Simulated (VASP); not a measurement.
# InGe2O2 (P6/mmm) in VASP: further runs, part 2 of 2

VASP 6.6.1. The steps go on from the part before.

**3. Single point, PBE**

This run uses another cell than the first one, of 20.71 Å³/atom, 1.171 times its volume.

INCAR reads:

```
SYSTEM = InGe2O2
  ALGO = Normal
  EDIFF = 1E-7
  ENCUT = 520
  GGA = PE
  ISIF = 2
  ISMEAR = 0
  LASPH = .TRUE.
  LCHARG = .FALSE.
  LREAL = .FALSE.
  LWAVE = .FALSE.
  NBANDS = 34
  NELM = 60
  PREC = Accurate
  SIGMA = 0.1
```

KPOINTS reads:

```
k-points
0
G
  6 6 4
  0 0 0
```

POSCAR reads:

```
InGe2O2
1.0
    3.7297688262     -0.0000000028      0.0000000000
   -1.8648844107      3.2300745551      0.0000000000
    0.0000000000      0.0000000000      8.5942618923
In Ge O
1 2 2
Direct
    0.0000000000      0.0000000000      0.5000000000
    0.0000000000      0.0000000000      0.8618625650
    0.0000000000      0.0000000000      0.1381374350
    0.3333333333      0.6666666667      0.0000000000
    0.6666666667      0.3333333333      0.0000000000
```

Potentials or basis: VASP PAW PBE potentials, release 64 (In_d, Ge_d, O).

Command:

```sh
$ cat potpaw_PBE.64/In_d/POTCAR potpaw_PBE.64/Ge_d/POTCAR potpaw_PBE.64/O/POTCAR > POTCAR
$ mpirun -np 1 vasp_std > vasp.out
```

OUTCAR:

```text
SYSTEM = InGe2O2
   EDIFF = 1E-7
   ENCUT = 520
   GGA = PE
   ISIF = 2
   ISMEAR = 0
   LASPH = .TRUE.
   LREAL = .FALSE.
   NELM = 60
   PREC = Accurate

 ion  position               nearest neighbor table
   1  0.000  0.000  0.500-   2 3.11   3 3.11
   2  0.000  0.000  0.862-   3 2.37   1 3.11
   3  0.000  0.000  0.138-   2 2.37   1 3.11
   4  0.333  0.667  0.000-
   5  0.667  0.333  0.000-

  LATTYP: Found a hexagonal cell.
 ALAT       =     3.7297688262
 C/A-ratio  =     2.3042344694

  Lattice vectors:

 A1 = (   3.7297688262,  -0.0000000028,   0.0000000000)
 A2 = (  -1.8648844107,   3.2300745551,   0.0000000000)
 A3 = (   0.0000000000,   0.0000000000,   8.5942618923)

Analysis of symmetry for initial positions (statically):
=====================================================================
 Subroutine PRICEL returns:
 Original cell was already a primitive cell.

 Routine SETGRP: Setting up the symmetry group for a
 hexagonal supercell.

 Subroutine GETGRP returns: Found 24 space group operations
 (whereof 24 operations were pure point group operations)
 out of a pool of 24 trial point group operations.

The static configuration has the point symmetry D_6h.

Analysis of symmetry for dynamics (positions and initial velocities):
=====================================================================
 Subroutine PRICEL returns:
 Original cell was already a primitive cell.

 Routine SETGRP: Setting up the symmetry group for a
 hexagonal supercell.

 Subroutine GETGRP returns: Found 24 space group operations
 (whereof 24 operations were pure point group operations)
 out of a pool of 24 trial point group operations.

The dynamic configuration has the point symmetry D_6h.

 Subroutine INISYM returns: Found 24 space group operations
 (whereof 24 operations are pure point group operations),
 and found     1 'primitive' translations

[... 117 lines left out ...]
  volume/ion in A,a.u.               =      20.71       139.74
  Fermi-wavevector in a.u.,A,eV,Ry     =   1.309581  2.474750 23.334032  1.715003
  Thomas-Fermi vector in A             =   2.440170
   LORBIT       =      0    0 simple, 1 ext, 2 COOP (PROOUT), +10 PAW based schemes
   GGA     = PE    functional components
   LHFCALC =     F    Hartree Fock is set to
   AEXX    =    0.0000 exact exchange contribution
   IVDW    =     0    specifies the selected vdW correction
   LEPSILON=     F    determine dielectric tensor
   LRPA    =     F    only Hartree local field effects (RPA)
 non-spin polarized calculation
 Gauss-broadening in eV      SIGMA  =   0.10
  energy-cutoff  :      520.00
  volume of cell :      103.54
 maximum number of plane-waves:      2804
 NGX is ok and might be reduce to    28
   NGX = 13   NGY = 13   NGZ = 31

 number of electron      53.0000022 magnetization

 Free energy of the ion-electron system (eV)
  ---------------------------------------------------
  ext. energy  EPLUGINS =         0.00000000
  ---------------------------------------------------
  free energy    TOTEN  =       -19.75758922 eV

  energy without entropy =      -19.73067196  energy(sigma->0) =      -19.74413059

 E-fermi :   4.1308     XC(G=0):  -9.4555

 val. band max:        4.0749174192   @ k =   0.1667   0.0000   0.0000
 cond. band min:       4.1552376612   @ k =   0.3333   0.1667   0.2500
 fundamental gap:      0.0803202421
 Fermi energy:         4.1308396712

 k-point     1 :       0.0000    0.0000    0.0000
  band No.  band energies     occupation
      1     -21.3494      2.00000
      2     -21.2529      2.00000
      3     -21.2529      2.00000
      4     -21.2432      2.00000
      5     -21.2432      2.00000
      6     -21.2347      2.00000
[... 766 lines left out ...]
     33       7.5537      0.00000
     34       9.8502      0.00000

------------------------ aborting loop because EDIFF is reached ----------------------------------------

  FORCE on cell =-STRESS in cart. coord.  units (eV):
  Direction    XX          YY          ZZ          XY          YZ          ZX
  --------------------------------------------------------------------------------------
  -------------------------------------------------------------------------------------
  Total        0.0072876      0.0072876      0.0855035     -0.0000000      0.0000000      0.0000000
  in kB        0.1127701      0.1127701      1.3230969     -0.0000000      0.0000000      0.0000000
  external PRESSURE =       0.5162124 kB  Pullay stress =       0.0000000 kB

 VOLUME and BASIS-vectors are now :
 -----------------------------------------------------------------------------
  energy-cutoff  :      520.00
  volume of cell :      103.54
      direct lattice vectors                 reciprocal lattice vectors
     3.729768826 -0.000000003  0.000000000     0.268113132  0.154795188  0.000000000
    -1.864884411  3.230074555  0.000000000     0.000000000  0.309590377  0.000000000
     0.000000000  0.000000000  8.594261892     0.000000000  0.000000000  0.116356706

 POSITION                                       TOTAL-FORCE (eV/Angst)
 -----------------------------------------------------------------------------------
      0.00000      0.00000      4.29713         0.000000     -0.000000      0.000000
      0.00000      0.00000      7.40707         0.000000     -0.000000     -0.033084
      0.00000      0.00000      1.18719        -0.000000      0.000000      0.033084
      0.00000      2.15338      0.00000         0.000000      0.000000      0.000000
      1.86488      1.07669      0.00000         0.000000     -0.000000     -0.000000
 -----------------------------------------------------------------------------------
    total drift:                                0.000000     -0.000000      0.000000

  FREE ENERGIE OF THE ION-ELECTRON SYSTEM (eV)
  ---------------------------------------------------
  free  energy   TOTEN  =       -19.7575892225 eV

  energy  without entropy=      -19.7306719576  energy(sigma->0) =      -19.74413059
```

OSZICAR:

```text
N       E                     dE             d eps       ncg     rms          rms(c)
DAV:   1     0.571493241027E+03    0.57149E+03   -0.25824E+04  1682   0.332E+03
DAV:   2     0.929024264703E+02   -0.47859E+03   -0.46144E+03  1468   0.803E+02
DAV:   3    -0.160988853212E+02   -0.10900E+03   -0.10604E+03  1716   0.230E+02
DAV:   4    -0.247133106504E+02   -0.86144E+01   -0.84832E+01  1662   0.720E+01
DAV:   5    -0.249654728588E+02   -0.25216E+00   -0.25165E+00  1662   0.125E+01    0.138E+01
DAV:   6    -0.254618776193E+02   -0.49640E+00   -0.89757E+01  1950   0.385E+01    0.188E+01
DAV:   7    -0.197215327726E+02    0.57403E+01   -0.31059E+01  1966   0.167E+01    0.232E+00
DAV:   8    -0.197814161459E+02   -0.59883E-01   -0.14839E+00  1612   0.486E+00    0.162E+00
DAV:   9    -0.197624601038E+02    0.18956E-01   -0.99401E-02  1904   0.161E+00    0.656E-01
DAV:  10    -0.197580134180E+02    0.44467E-02   -0.13074E-02  1648   0.741E-01    0.321E-01
DAV:  11    -0.197575292967E+02    0.48412E-03   -0.30878E-03  1684   0.375E-01    0.854E-02
DAV:  12    -0.197575850290E+02   -0.55732E-04   -0.63389E-04  1848   0.209E-01    0.395E-02
DAV:  13    -0.197575911614E+02   -0.61324E-05   -0.85365E-05  1804   0.597E-02    0.242E-02
DAV:  14    -0.197576009564E+02   -0.97950E-05   -0.69720E-05  1712   0.369E-02    0.335E-02
DAV:  15    -0.197575891229E+02    0.11834E-04   -0.26424E-05  1924   0.275E-02    0.247E-03
DAV:  16    -0.197575893083E+02   -0.18543E-06   -0.17007E-06  1478   0.648E-03    0.178E-03
DAV:  17    -0.197575892225E+02    0.85832E-07   -0.15094E-07  1080   0.240E-03
   1 F= -.19757589E+02 E0= -.19744131E+02  d E =-.269173E-01
```

Run time: 92 s. Hardware: 1 thread of AMD EPYC 7R43 (Zen 3), shared host; peak memory 0.2 GiB.

Results:

```yaml
Free_energy: -19.7576 eV
Pressure: 0.1 GPa
Largest_force: 0.033 eV/Å
```

Forces in eV/Å, atoms in the order of the input:
```
In   0.000  0.000  0.000
Ge   0.000  0.000 -0.033
Ge   0.000  0.000  0.033
O    0.000  0.000  0.000
O    0.000  0.000  0.000
```

Caveat: spin-orbit coupling is left out, which moves the levels of the heavy elements; an odd number of electrons without spin polarisation forces a metal; a magnetic or distorted state may lie lower.
